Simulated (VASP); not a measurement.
# Si (P6_3/mmc) in VASP: notebook, part 2 of 2

VASP 6.6.1. The steps go on from the part before.

## (4) Single point, PBE (strained cell)

File INCAR:

```
SYSTEM = Si
  PREC = Accurate
  ENCUT = 520
  EDIFF = 1E-7
  ISMEAR = 0
  SIGMA = 0.02
  LREAL = .FALSE.
  LASPH = .TRUE.
  NELM = 60
  ALGO = Normal
  ISIF = 2
  LWAVE = .FALSE.
  LCHARG = .FALSE.
  GGA = PE
  NBANDS = 16
```

File KPOINTS:

```
regular mesh
0
G
  9 9 6
  0 0 0
```

File POSCAR:

```
Si
1.0
    3.8705962637      0.0000000000      0.0000000000
   -1.9352981318      3.3520346921      0.0000000000
    0.0000000000      0.0000000000      6.3544717129
Si
4
Direct
    0.3333333333      0.6666666667     -0.0004883209
    0.6666666667      0.3333333333      0.4995116791
    0.3333333333      0.6666666667      0.3744883209
    0.6666666667      0.3333333333      0.8744883209
```

Potentials or basis: VASP PAW PBE potentials, release 64 (Si).

Launch:

```bash
cat potpaw_PBE.64/Si/POTCAR > POTCAR
mpirun -np 1 vasp_std > vasp.out
```

OUTCAR:

```text
SYSTEM = Si
   PREC = Accurate
   ENCUT = 520
   EDIFF = 1E-7
   ISMEAR = 0
   LREAL = .FALSE.
   LASPH = .TRUE.
   NELM = 60
   ISIF = 2
   GGA = PE

 ion  position               nearest neighbor table
   1  0.333  0.667  1.000-   4 2.37   4 2.37   4 2.37   3 2.38
   2  0.667  0.333  0.500-   3 2.37   3 2.37   3 2.37   4 2.38
   3  0.333  0.667  0.374-   2 2.37   2 2.37   2 2.37   1 2.38
   4  0.667  0.333  0.874-   1 2.37   1 2.37   1 2.37   2 2.38

  LATTYP: Found a hexagonal cell.
 ALAT       =     3.8705962637
 C/A-ratio  =     1.6417294081

  Lattice vectors:

 A1 = (   3.8705962637,   0.0000000000,   0.0000000000)
 A2 = (  -1.9352981318,   3.3520346921,   0.0000000000)
 A3 = (   0.0000000000,   0.0000000000,   6.3544717129)

Analysis of symmetry for initial positions (statically):
=====================================================================
 Subroutine PRICEL returns:
 Original cell was already a primitive cell.

 Routine SETGRP: Setting up the symmetry group for a
 hexagonal supercell.

 Subroutine GETGRP returns: Found 24 space group operations
[... 167 lines left out ...]
  ---------------------------------------------------
  free energy    TOTEN  =       -21.65050831 eV

  energy without entropy =      -21.65050831  energy(sigma->0) =      -21.65050831

 E-fermi :   5.8522     XC(G=0):  -9.2899

 val. band max:        5.7633057430   @ k =   0.0000   0.0000   0.0000
 cond. band min:       6.2500983697   @ k =   0.4444   0.0000   0.0000
 fundamental gap:      0.4867926267
 Fermi energy:         5.8521595012

 k-point     1 :       0.0000    0.0000    0.0000
  band No.  band energies     occupation
      1      -6.2386      2.00000
      2      -3.9803      2.00000
      3      -1.2963      2.00000
      4       4.2575      2.00000
      5       4.2575      2.00000
      6       5.4839      2.00000
[... 433 lines left out ...]
      3      -0.9570      2.00000
      4      -0.9570      2.00000
      5       0.8140      2.00000
      6       2.3535      2.00000
[... 8 lines left out ...]
     15      12.7978      0.00000
     16      12.9269      0.00000

 [... further k-points ...]
[... 5 lines left out ...]
  --------------------------------------------------------------------------------------
  -------------------------------------------------------------------------------------
  Total       -0.5852546     -0.5852546     -0.0290377     -0.0000000     -0.0000000      0.0000000
  in kB      -11.3733815    -11.3733815     -0.5642960     -0.0000000     -0.0000000      0.0000000
  external PRESSURE =      -7.7703530 kB  Pullay stress =       0.0000000 kB

 VOLUME and BASIS-vectors are now :
 -----------------------------------------------------------------------------
  energy-cutoff  :      520.00
  volume of cell :       82.45
      direct lattice vectors                 reciprocal lattice vectors
     3.870596264  0.000000000  0.000000000     0.258358127  0.149163134  0.000000000
    -1.935298132  3.352034692  0.000000000     0.000000000  0.298326268  0.000000000
     0.000000000  0.000000000  6.354471713     0.000000000  0.000000000  0.157369494

 POSITION                                       TOTAL-FORCE (eV/Angst)
 -----------------------------------------------------------------------------------
     -0.00000      2.23469      6.35137         0.000000      0.000000     -0.001264
      1.93530      1.11734      3.17413        -0.000000     -0.000000     -0.001264
     -0.00000      2.23469      2.37968         0.000000      0.000000      0.001264
      1.93530      1.11734      5.55691        -0.000000      0.000000      0.001264
 -----------------------------------------------------------------------------------
    total drift:                               -0.000000      0.000000      0.000000

  FREE ENERGIE OF THE ION-ELECTRON SYSTEM (eV)
  ---------------------------------------------------
  free  energy   TOTEN  =       -21.6505083107 eV

  energy  without entropy=      -21.6505083107  energy(sigma->0) =      -21.65050831
```

OSZICAR:

```text
N       E                     dE             d eps       ncg     rms          rms(c)
DAV:   1     0.255841184067E+02    0.25584E+02   -0.58844E+03  1536   0.816E+02
DAV:   2    -0.200704356008E+02   -0.45655E+02   -0.41369E+02  2072   0.119E+02
DAV:   3    -0.219607432954E+02   -0.18903E+01   -0.18767E+01  2088   0.228E+01
DAV:   4    -0.219829574005E+02   -0.22214E-01   -0.22210E-01  1936   0.320E+00
DAV:   5    -0.219833543635E+02   -0.39696E-03   -0.39695E-03  2080   0.406E-01    0.665E+00
DAV:   6    -0.217549327283E+02    0.22842E+00   -0.90238E-02  1856   0.141E+00    0.405E+00
DAV:   7    -0.216473781356E+02    0.10755E+00   -0.19470E-01  1816   0.218E+00    0.225E-01
DAV:   8    -0.216498558481E+02   -0.24777E-02   -0.13730E-02  1856   0.581E-01    0.104E-01
DAV:   9    -0.216503874849E+02   -0.53164E-03   -0.66440E-04  2016   0.147E-01    0.798E-02
DAV:  10    -0.216505058610E+02   -0.11838E-03   -0.14127E-04  1848   0.592E-02    0.136E-02
DAV:  11    -0.216505067201E+02   -0.85916E-06   -0.30817E-06  2168   0.100E-02    0.589E-03
DAV:  12    -0.216505084858E+02   -0.17657E-05   -0.21807E-06  1768   0.776E-03    0.796E-04
DAV:  13    -0.216505082784E+02    0.20738E-06   -0.12396E-07  1888   0.182E-03    0.878E-04
DAV:  14    -0.216505083107E+02   -0.32292E-07   -0.11660E-08  1088   0.694E-04
   1 F= -.21650508E+02 E0= -.21650508E+02  d E =-.124443E-12
```

stdout:

```text
POSCAR found type information on POSCAR Si
 POSCAR found :  1 types and       4 ions
 scaLAPACK will be used
 LDA part: xc-table for (Slater+PW92), standard interpolation
 POSCAR, INCAR and KPOINTS ok, starting setup
 FFT: planning ... GRIDC
 FFT: planning ... GRID_SOFT
 FFT: planning ... GRID
 WAVECAR not read
 entering main loop
```

Wall time 88 s (1 thread of Intel Xeon 8259CL, shared host); peak memory 0.21 GiB.

What came out:

| Quantity | Value |
| --- | --- |
| Free energy | -21.6505 eV |
| Pressure | -0.8 GPa |
| Band gap on the k mesh | 0.49 eV (least direct gap 0.91 eV) |

Stress tensor (GPa, compression positive):
```
-1.14  0.00  0.00
 0.00 -1.14  0.00
 0.00  0.00 -0.06
```

Caveat: the cell differs from its parent crystal (strained cell). A k mesh can miss the band edges.

## (5) Single point, PBE

File INCAR:

```
SYSTEM = Si
PREC = Accurate
ENCUT = 520
EDIFF = 1E-6
ISMEAR = 0
SIGMA = 0.01
LREAL = .FALSE.
LASPH = .TRUE.
NELM = 60
ALGO = Normal
ISIF = 2
LWAVE = .FALSE.
LCHARG = .FALSE.
GGA = PE
NBANDS = 16
```

KPOINTS is that of step 4.

POSCAR is that of step 4.

Launch:

```bash
cat potpaw_PBE.64/Si/POTCAR > POTCAR
mpirun -np 1 vasp_std > vasp.out
```

It took 64 s on 1 thread of Intel Xeon 8259CL, shared host; peak memory 0.21 GiB.

It converged, with:

| Item | Value |
| --- | --- |
| Free energy | -21.6505 eV |
| Pressure | -0.8 GPa |
| Band gap on the k mesh | 0.49 eV (least direct gap 0.91 eV) |

Stress tensor (GPa, compression positive):
```
-1.13  0.00  0.00
 0.00 -1.13  0.00
 0.00  0.00 -0.05
```

Levels at points of the mesh, in eV from the valence-band top:
| k point | band 4 | band 5 | band 6 | band 7 | band 8 | band 9 | band 10 | band 11 | band 12 | band 13 |
| --- | --- | --- | --- | --- | --- | --- | --- | --- | --- | --- |
| (0.00, 0.00, 0.00) | -1.51 | -1.51 | -0.28 | 0.00 | 0.00 | 0.91 | 2.00 | 2.00 | 2.42 | 3.24 |
| (0.00, 0.00, 0.50) | -4.11 | -0.92 | -0.92 | -0.92 | -0.92 | 1.70 | 1.70 | 2.98 | 2.98 | 2.98 |

A k mesh can miss the band edges.

## (6) Single point, PBE

File INCAR:

```
ALGO = Normal
EDIFF = 1E-6
ENCUT = 520
GGA = PE
ISIF = 2
ISMEAR = 0
LASPH = True
LCHARG = False
LREAL = False
LWAVE = False
NBANDS = 16
NELM = 60
PREC = Accurate
SIGMA = 0.01
```

File KPOINTS:

```
k-points
0
Gamma
  9 9 6
```

POSCAR is that of step 5.

Potentials or basis: VASP PAW PBE potentials, release 64 (Si).

Launch:

```bash
cat potpaw_PBE.64/Si/POTCAR > POTCAR
mpirun -np 1 vasp_std > vasp.out
```

It took 77 s on 1 thread of Intel Xeon 8259CL, shared host; peak memory 0.21 GiB.

The run converged. Its results:

```
Free energy            : -21.6505 eV
Pressure               : -0.8 GPa
Band gap on the k mesh : 0.49 eV (least direct gap 0.91 eV)
```

Stress tensor (GPa, compression positive):
```
-1.13  0.00  0.00
 0.00 -1.13  0.00
 0.00  0.00 -0.05
```

Levels at points of the mesh, in eV from the valence-band top:
| k point | band 6 | band 7 | band 8 | band 9 | band 10 | band 11 |
| --- | --- | --- | --- | --- | --- | --- |
| (0.00, 0.00, 0.00) | -0.28 | 0.00 | 0.00 | 0.91 | 2.00 | 2.00 |
| (0.00, 0.00, 0.50) | -0.92 | -0.92 | -0.92 | 1.70 | 1.70 | 2.98 |

## (7) Relaxation of the atoms, PBE (strained cell)

File INCAR:

```
SYSTEM = Si
PREC = Accurate
ENCUT = 520
EDIFF = 1E-6
ISMEAR = 0
SIGMA = 0.02
LREAL = .FALSE.
LASPH = .TRUE.
NELM = 80
ALGO = Normal
ISIF = 2
LWAVE = .FALSE.
LCHARG = .FALSE.
GGA = PE
IBRION = 2
NSW = 60
EDIFFG = -0.002
```

File KPOINTS:

```
regular mesh
0
G
  9 9 6
  0 0 0
```

File POSCAR:

```
Si
1.0
    3.8705962637      0.0000000000      0.0000000000
   -1.9352981318      3.3520346921      0.0000000000
    0.0000000000      0.0000000000      6.3456006828
Si
4
Direct
    0.3333333333      0.6666666667     -0.0000722470
    0.6666666667      0.3333333333      0.4999277530
    0.3333333333      0.6666666667      0.3740722470
    0.6666666667      0.3333333333      0.8740722470
```

Launch:

```bash
cat potpaw_PBE.64/Si/POTCAR > POTCAR
mpirun -np 1 vasp_std > vasp.out
```

It took 75 s on 1 thread of Intel Xeon 8259CL, shared host; peak memory 0.2 GiB.

Results (log left out):

- Free energy: -21.6504 eV
- Energy gained by relaxing: 0.1 meV/atom
- Ionic steps: 3
- Pressure after relaxing: -0.7 GPa
- Band gap on the k mesh: 0.48 eV (least direct gap 0.90 eV)

Stress tensor (GPa, compression positive):
```
-1.09  0.00  0.00
 0.00 -1.09  0.00
 0.00  0.00  0.22
```

The path:
```csv
step,energy change (eV),largest force (eV/Å),pressure (GPa)
1,0.0000,0.0825,-0.65
2,-0.0005,0.0192,-0.65
3,-0.0005,0.0001,-0.65
```

Final structure:
```yaml
crystal:
  lattice:
    - [3.87060, 0.00000, 0.00000]
    - [-1.93530, 3.35203, 0.00000]
    - [0.00000, 0.00000, 6.34560]
  atoms:
    - { symbol: Si, position: [0.33333, 0.66667, 0.99942] }
    - { symbol: Si, position: [0.66667, 0.33333, 0.49942] }
    - { symbol: Si, position: [0.33333, 0.66667, 0.37458] }
    - { symbol: Si, position: [0.66667, 0.33333, 0.87458] }
```

Levels at points of the mesh, in eV from the valence-band top:
| k point | band 6 | band 7 | band 8 | band 9 | band 10 | band 11 |
| --- | --- | --- | --- | --- | --- | --- |
| (0.00, 0.00, 0.00) | -0.27 | 0.00 | 0.00 | 0.90 | 2.00 | 2.00 |
| (0.00, 0.00, 0.50) | -0.92 | -0.92 | -0.92 | 1.69 | 1.69 | 2.98 |

Caveat: the cell differs from its parent crystal (strained cell).

## (8) The runs side by side

```tsv
task	cell	smearing	gap on the mesh (eV)	pressure (GPa)
single point	a = 3.871, b = 3.871, c = 6.346 Å, angles 90.0, 90.0, 120.0°, 4 atoms, atomic positions A	gaussian 0.02 eV	0.48	-0.7
single point	a = 3.871, b = 3.871, c = 6.358 Å, angles 90.0, 90.0, 120.0°, 4 atoms, atomic positions B	gaussian 0.02 eV	0.49	-0.8
single point	a = 3.871, b = 3.871, c = 6.354 Å, angles 90.0, 90.0, 120.0°, 4 atoms, atomic positions B	gaussian 0.02 eV	0.49	-0.8
single point	a = 3.871, b = 3.871, c = 6.354 Å, angles 90.0, 90.0, 120.0°, 4 atoms, atomic positions B	gaussian 0.01 eV	0.49	-0.8
relaxation of the atoms	atoms relaxed from a = 3.871, b = 3.871, c = 6.346 Å, angles 90.0, 90.0, 120.0°, 4 atoms, atomic positions C	gaussian 0.02 eV	0.48	-0.7
```

Alike in all rows: level PBE; potentials or basis VASP PAW PBE potentials, release 64 (Si); no spin polarisation; k mesh 9 × 9 × 6; cutoff (eV) 520.

Absolute energies hang on the potentials; compare differences alone.
